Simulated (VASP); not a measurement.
# Mg (I4/mmm) in VASP: further runs

Mg is run at these levels: pbesol exchange, pbe correlation; tasks: single point.

Everything below comes from runs of VASP 6.6.1. Logs are shortened: lines on timing, memory, paths and dates and some standing lists are left out, and cuts for length are marked.

## (1) The cell of the first run

The structure is tetragonal, space group I4/mmm (No. 139). The conventional cell has a = 3.597 Å, b = 3.597 Å, c = 3.290 Å, α = 90.00°, β = 90.00°, γ = 90.00°. Within 4.0 Å of Mg (site symmetry 4/mmm) lie 14 Mg at 3.03 to 3.60 Å.

## (2) Single point, pbesol exchange, pbe correlation (21.29 Å³/atom)

The input, INCAR:

```
PREC = Accurate ; ENCUT = 600
EDIFF = 1E-6 ; ISMEAR = -5
SIGMA = 0.05 ; LREAL = F
LASPH = T ; NELM = 120
ALGO = Normal ; ISIF = 2
LWAVE = F ; LCHARG = T
GGA = LIBXC ; LIBXC1 = GGA_X_PBE_SOL
LIBXC2 = GGA_C_PBE ; LELF = T
LVHAR = T ; NBANDS = 7
GGA_COMPAT = F
```

The input, KPOINTS:

```
Automatic mesh
0
Gamma
  11 11 11
```

The input, POSCAR:

```
Mg
1.0
   -1.7985118965      1.7985118965      1.6451208489
    1.7985118965     -1.7985118965      1.6451208489
    1.7985118965      1.7985118965     -1.6451208489
Mg
1
Direct
    0.0000000000      0.0000000000      0.0000000000
```

Potentials or basis: VASP PAW PBE potentials, release 64 (Mg).

On the command line:

```bash
cat potpaw_PBE.64/Mg/POTCAR > POTCAR
mpirun -np 1 vasp_std > vasp.out
```

OUTCAR:

```text
PREC = Accurate
   ENCUT = 600
   EDIFF = 1E-6
   ISMEAR = -5
   LREAL = F
   LASPH = T
   NELM = 120
   ISIF = 2
   GGA = LIBXC

 ion  position               nearest neighbor table
   1  0.000  0.000  0.000-

  LATTYP: Found a body centered tetragonal cell.
 ALAT       =     3.5970237930
 C/A-ratio  =     0.9147122419

  Lattice vectors:

 A1 = (  -1.7985118965,   1.7985118965,   1.6451208489)
 A2 = (   1.7985118965,  -1.7985118965,   1.6451208489)
 A3 = (   1.7985118965,   1.7985118965,  -1.6451208489)

Analysis of symmetry for initial positions (statically):
=====================================================================
 Subroutine PRICEL returns:
 Original cell was already a primitive cell.

 Routine SETGRP: Setting up the symmetry group for a
 body centered tetragonal supercell.

 Subroutine GETGRP returns: Found 16 space group operations
 (whereof 16 operations were pure point group operations)
 out of a pool of 16 trial point group operations.

The static configuration has the point symmetry D_4h.

Analysis of symmetry for dynamics (positions and initial velocities):
=====================================================================
 Subroutine PRICEL returns:
 Original cell was already a primitive cell.

 Routine SETGRP: Setting up the symmetry group for a
 body centered tetragonal supercell.

 Subroutine GETGRP returns: Found 16 space group operations
 (whereof 16 operations were pure point group operations)
 out of a pool of 16 trial point group operations.

The dynamic configuration has the point symmetry D_4h.

 Subroutine INISYM returns: Found 16 space group operations
 (whereof 16 operations are pure point group operations),
 and found     1 'primitive' translations

----------------------------------------------------------------------------------------

                                     Primitive cell

  volume of cell :      21.2855

  direct lattice vectors                    reciprocal lattice vectors
    -1.798511896  1.798511896  1.645120849     0.000000000  0.278007613  0.303929040
     1.798511896 -1.798511896  1.645120849     0.278007613  0.000000000  0.303929040
     1.798511896  1.798511896 -1.645120849     0.278007613  0.278007613  0.000000000

  length of vectors
     3.029143888  3.029143888  3.029143888     0.411899374  0.411899374  0.393162137

  position of ions in fractional coordinates (direct lattice)
     0.000000000  0.000000000  0.000000000

  ion indices of the primitive-cell ions
   primitive index   ion index
                 1           1

----------------------------------------------------------------------------------------

 KPOINTS: Automatic mesh

Automatic generation of k-mesh.
 Grid dimensions read from file:
 generate k-points for:   11   11   11

 Generating k-lattice:

  Cartesian coordinates                     Fractional coordinates (reciprocal lattice)
     0.000000000  0.025273419  0.027629913     0.090909091  0.000000000  0.000000000
     0.025273419  0.000000000  0.027629913     0.000000000  0.090909091  0.000000000
     0.025273419  0.025273419  0.000000000     0.000000000  0.000000000  0.090909091

  Length of vectors
     0.037445398  0.037445398  0.035742012

  Shift w.r.t. Gamma in fractional coordinates (k-lattice)
     0.000000000  0.000000000  0.000000000

 TETIRR: Found   3151 inequivalent tetrahedra from     7986

 Subroutine IBZKPT returns following result:
 ===========================================

 Found    126 irreducible k-points:

 Following reciprocal coordinates:
            Coordinates               Weight
  0.000000  0.000000  0.000000      1.000000
  0.090909  0.000000 -0.000000      8.000000
  0.181818 -0.000000  0.000000      8.000000
  0.272727 -0.000000  0.000000      8.000000
  0.363636  0.000000  0.000000      8.000000
  0.454545 -0.000000  0.000000      8.000000
[... 16 lines left out ...]
 -0.272727  0.181818 -0.000000     16.000000
 -0.181818  0.181818  0.000000      4.000000
 [... further k-points ...]
   k-points           NKPTS =    126   k-points in BZ     NKDIM =    126   number of bands    NBANDS=      7
   number of dos      NEDOS =    301   number of ions     NIONS =      1
   total plane-waves  NPLWV =  13824
   dimension x,y,z NGX =    24 NGY =   24 NGZ =   24
   dimension x,y,z NGXF=    48 NGYF=   48 NGZF=   48
   ions per type =               1
   NGX,Y,Z   is equivalent  to a cutoff of  13.17, 13.17, 13.17 a.u.
   NGXF,Y,Z  is equivalent  to a cutoff of  26.34, 26.34, 26.34 a.u.
 SYSTEM =  unknown system
   PREC   = accura    normal or accurate (medium, high low for compatibility)
   ISTART =      0    job   : 0-new  1-cont  2-samecut
   ICHARG =      2    charge: 1-file 2-atom 10-const
   ISPIN  =      1    spin polarized calculation?
   LNONCOLLINEAR =      F non collinear calculations
   LSORBIT =      F    spin-orbit coupling
   LASPH  =      T    aspherical Exc in radial PAW
   ENCUT  =  600.0 eV  44.10 Ry    6.64 a.u.   6.05  6.05  6.05*2*pi/ulx,y,z
   NELM   =    120;   NELMIN=  2; NELMDL= -5     # of ELM steps
   EDIFF  = 0.1E-05   stopping-criterion for ELM
   LREAL  =      F    real-space projection
   EDIFFG = 0.1E-04   stopping-criterion for IOM
   NSW    =      0    number of steps for IOM
   IBRION =     -1    ionic relax: 0-MD 1-quasi-New 2-CG
   NFREE  =      0    steps in history (QN), initial steepest desc. (CG)
   ISIF   =      2    stress and relaxation
   ISYM   =      2    0-nonsym 1-usesym 2-fastsym
   POTIM  = 0.5000    time-step for ionic-motion
   TEBEG  =    0.0;   TEEND  =   0.0 temperature during run
   PSTRESS=    0.0 pullay stress
   NELECT =       2.0000    total number of electrons
   NUPDOWN=      -1.0000    fix difference up-down
   EMIN   =  10.00;   EMAX   =-10.00  energy-range for DOS
   EFERMI =   0.00;   METHOD = LEGACY
   ISMEAR =    -5;   SIGMA  =   0.05  broadening in eV -4-tet -1-fermi 0-gaus
   EFERMI_NEDOS =   21; number of points for ismear=-14 and -15
   IALGO  =     38    algorithm
   IMIX   =      4    mixing-type and parameters
     AMIX     =   0.40;   BMIX     =  1.00
     AMIX_MAG =   1.60;   BMIX_MAG =  1.00
  volume/ion in A,a.u.               =      21.29       143.64
  Fermi-wavevector in a.u.,A,eV,Ry     =   0.744258  1.406443  7.536533  0.553920
  Thomas-Fermi vector in A             =   1.839567
   LORBIT       =      0    0 simple, 1 ext, 2 COOP (PROOUT), +10 PAW based schemes
   GGA     = LIBXC    functional components
   LHFCALC =     F    Hartree Fock is set to
   AEXX    =    0.0000 exact exchange contribution
   IVDW    =     0    specifies the selected vdW correction
   LEPSILON=     F    determine dielectric tensor
   LRPA    =     F    only Hartree local field effects (RPA)
 non-spin polarized calculation
 Fermi weights with tetrahedron method with Bloechl corrections
  energy-cutoff  :      600.00
  volume of cell :       21.29
 maximum number of plane-waves:       738
   NGX = 13   NGY = 13   NGZ = 13

 number of electron       2.0000000 magnetization

 Free energy of the ion-electron system (eV)
  ---------------------------------------------------
  ext. energy  EPLUGINS =         0.00000000
  ---------------------------------------------------
  free energy    TOTEN  =        -1.82757315 eV

  energy without entropy =       -1.82757315  energy(sigma->0) =       -1.82757315

 E-fermi :   3.1589     XC(G=0):  -8.7474

 val. band max:        3.4131869647   @ k =  -0.4545  -0.4545   0.2727
 cond. band min:       2.7360919328   @ k =   0.3636   0.3636   0.0909
 fundamental gap:     -0.6770950320
 Fermi energy:         3.1588742119

 k-point     1 :       0.0000    0.0000    0.0000
  band No.  band energies     occupation
      1      -4.2399      2.00000
      2      15.3730      0.00000
      3      17.3107      0.00000
      4      17.3107      0.00000
      5      17.6284      0.00000
      6      18.1367      0.00000
      7      18.1367      0.00000

 k-point     2 :       0.0909    0.0000   -0.0000
  band No.  band energies     occupation
      1      -4.0285      2.00000
      2      14.5991      0.00000
      3      15.0862      0.00000
      4      16.2925      0.00000
      5      16.4605      0.00000
      6      18.3530      0.00000
      7      19.1386      0.00000

 k-point     3 :       0.1818   -0.0000    0.0000
  band No.  band energies     occupation
      1      -3.3971      2.00000
      2      11.7422      0.00000
      3      13.4413      0.00000
      4      14.8508      0.00000
      5      15.1989      0.00000
      6      17.2220      0.00000
      7      19.9142      0.00000

 k-point     4 :       0.2727   -0.0000    0.0000
  band No.  band energies     occupation
      1      -2.3549      2.00000
      2       8.5717      0.00000
      3      12.4822      0.00000
      4      13.7080      0.00000
      5      14.2142      0.00000
      6      16.2214      0.00000
      7      20.6315      0.00000

 k-point     5 :       0.3636    0.0000    0.0000
  band No.  band energies     occupation
      1      -0.9184      2.00000
      2       5.7046     -0.01483
      3      11.8146      0.00000
      4      12.9479      0.00000
      5      13.5596      0.00000
      6      15.4631      0.00000
      7      21.5572      0.00000

 k-point     6 :       0.4545   -0.0000    0.0000
  band No.  band energies     occupation
      1       0.8652      2.00000
      2       3.2048      0.50957
      3      11.4723      0.00000
      4      12.5723      0.00000
      5      13.2363      0.00000
      6      15.0557      0.00000
      7      22.6215      0.00000

 k-point     7 :       0.0909    0.0909   -0.0000
  band No.  band energies     occupation
      1      -3.5884      2.00000
      2      13.2160      0.00000
      3      13.3056      0.00000
      4      14.2941      0.00000
      5      17.0500      0.00000
      6      17.3281      0.00000
      7      18.6423      0.00000
[... 121 lines left out ...]
 k-point    20 :       0.4545    0.1818    0.0000
  band No.  band energies     occupation
      1       1.2539      2.00003
      2       3.9216     -0.03982
      3       7.3566      0.00000
      4      11.9712      0.00000
      5      15.2848      0.00000
      6      19.3348      0.00000
      7      21.1041      0.00000

 k-point    21 :      -0.4545    0.1818    0.0000
  band No.  band energies     occupation
      1      -0.4892      2.00000
      2       6.2915     -0.00026
      3       7.7501      0.00000
      4      12.5412      0.00000
      5      15.5005      0.00000
      6      19.8260      0.00000
      7      20.6533      0.00000

 k-point    22 :      -0.3636    0.1818    0.0000
  band No.  band energies     occupation
      1      -1.8817      2.00000
      2       7.9081      0.00000
      3       9.6330      0.00000
      4      13.4551      0.00000
      5      16.0211      0.00000
      6      18.9018      0.00000
      7      20.9139      0.00000

 k-point    23 :      -0.2727    0.1818   -0.0000
  band No.  band energies     occupation
      1      -2.8811      2.00000
      2       9.0118      0.00000
      3      12.6649      0.00000
      4      14.6605      0.00000
      5      16.5756      0.00000
      6      17.9346      0.00000
      7      19.5858      0.00000

 k-point    24 :      -0.1818    0.1818    0.0000
  band No.  band energies     occupation
      1      -3.4716      2.00000
      2      10.3800      0.00000
      3      15.2835      0.00000
      4      15.7683      0.00000
      5      16.6563      0.00000
      6      17.0468      0.00000
      7      18.7054      0.00000

 [... further k-points ...]

------------------------ aborting loop because EDIFF is reached ----------------------------------------

  FORCE on cell =-STRESS in cart. coord.  units (eV):
  Direction    XX          YY          ZZ          XY          YZ          ZX
  --------------------------------------------------------------------------------------
  -------------------------------------------------------------------------------------
  Total        0.2490011      0.2490011      0.3426726      0.0000000      0.0000000      0.0000000
  in kB       18.7424955     18.7424955     25.7932215      0.0000000      0.0000000      0.0000000
  external PRESSURE =      21.0927375 kB  Pullay stress =       0.0000000 kB

 VOLUME and BASIS-vectors are now :
 -----------------------------------------------------------------------------
  energy-cutoff  :      600.00
  volume of cell :       21.29
      direct lattice vectors                 reciprocal lattice vectors
    -1.798511896  1.798511896  1.645120849     0.000000000  0.278007613  0.303929040
     1.798511896 -1.798511896  1.645120849     0.278007613  0.000000000  0.303929040
     1.798511896  1.798511896 -1.645120849     0.278007613  0.278007613  0.000000000

 POSITION                                       TOTAL-FORCE (eV/Angst)
 -----------------------------------------------------------------------------------
      0.00000      0.00000      0.00000        -0.000000      0.000000      0.000000
 -----------------------------------------------------------------------------------
    total drift:                                0.000000     -0.000000     -0.000000

  FREE ENERGIE OF THE ION-ELECTRON SYSTEM (eV)
  ---------------------------------------------------
  free  energy   TOTEN  =        -1.8275731483 eV

  energy  without entropy=       -1.8275731483  energy(sigma->0) =       -1.82757315
```

It took 5.9 s on 1 thread of Intel Xeon 6975P-C (Granite Rapids), shared host; peak memory 0.15 GiB.

What came out:

```
Free energy            : -1.8276 eV
Pressure               : 2.1 GPa
Band gap on the k mesh : zero (bands 1 and 2 overlap by 4.35 eV)
```

Caveat: the PAW data sets were made with another functional, which shifts forces and pressure a little; tetrahedron occupations give inexact forces and stress in metals.

(Part 1 of 2 ends here.)
